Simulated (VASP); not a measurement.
Set up this calculation in VASP 6.6.1, as the native input.

```yaml
Task: single point
Functional: r2SCAN
Potentials_or_basis: VASP PAW PBE potentials, release 64 (Zn, S)
Cutoff: 520 eV
k_mesh: 6 × 6 × 4
Occupations: gaussian, width 0.01 eV
Spin: no spin polarisation
Dipole_correction: no
Further_INCAR_settings: ALGO = Normal; EDIFF = 1e-06; NBANDS = 26
```

ZnS:

```xyz
4
Lattice="3.7462 0.0000 0.0000 -1.8731 3.2443 0.0000 0.0000 0.0000 6.1562" Properties=species:S:1:pos:R:3 pbc="T T T"
Zn    0.0000    2.1629    0.0350
Zn    1.8731    1.0814    3.1131
S     0.0000    2.1629    2.3352
S     1.8731    1.0814    5.4133
```

These files were run (other wordings do the same):

POSCAR

```
ZnS
1.0
    3.7462072637      0.0000000000      0.0000000000
   -1.8731036318      3.2443106582      0.0000000000
    0.0000000000      0.0000000000      6.1561820686
Zn S
2 2
Direct
    0.3333333333      0.6666666667      0.0056802049
    0.6666666667      0.3333333333      0.5056802049
    0.3333333333      0.6666666667      0.3793197951
    0.6666666667      0.3333333333      0.8793197951
```

INCAR.step1

```
  ALGO = Normal
  EDIFF = 1E-4
  ENCUT = 520
  GGA = PE
  ISMEAR = 0
  LASPH = T
  LCHARG = F
  LREAL = F
  LWAVE = T
  NBANDS = 26
  NELM = 100
  PREC = Accurate
  SIGMA = 0.01
```

INCAR.step2

```
  ALGO = Normal
  EDIFF = 1E-6
  ENCUT = 520
  ISIF = 2
  ISMEAR = 0
  ISTART = 1
  LASPH = T
  LCHARG = F
  LMIXTAU = T
  LREAL = F
  LWAVE = F
  METAGGA = R2SCAN
  NBANDS = 26
  NELM = 100
  PREC = Accurate
  SIGMA = 0.01
```

KPOINTS

```
k-points
0
Gamma
  6 6 4
```

Potentials or basis: VASP PAW PBE potentials, release 64 (Zn, S).

Command:

```sh
$ cat potpaw_PBE.64/Zn/POTCAR potpaw_PBE.64/S/POTCAR > POTCAR
$ cp INCAR.step1 INCAR
$ mpirun -np 1 vasp_std > vasp.out
$ cp INCAR.step2 INCAR
$ mpirun -np 1 vasp_std > vasp.out
```

It gave:

* Pressure: 4.1 GPa
* Largest force: 0.009 eV/Å
* Band gap on the k mesh: 3.01 eV

Caveat: the cell stands under pressure; the PAW data sets were made with another functional, which shifts forces and pressure a little.

Wall time 100 s on 1 thread of Intel(R) Xeon(R) Platinum 8488C (Sapphire Rapids) (shared host), peak memory 0.21 GiB.
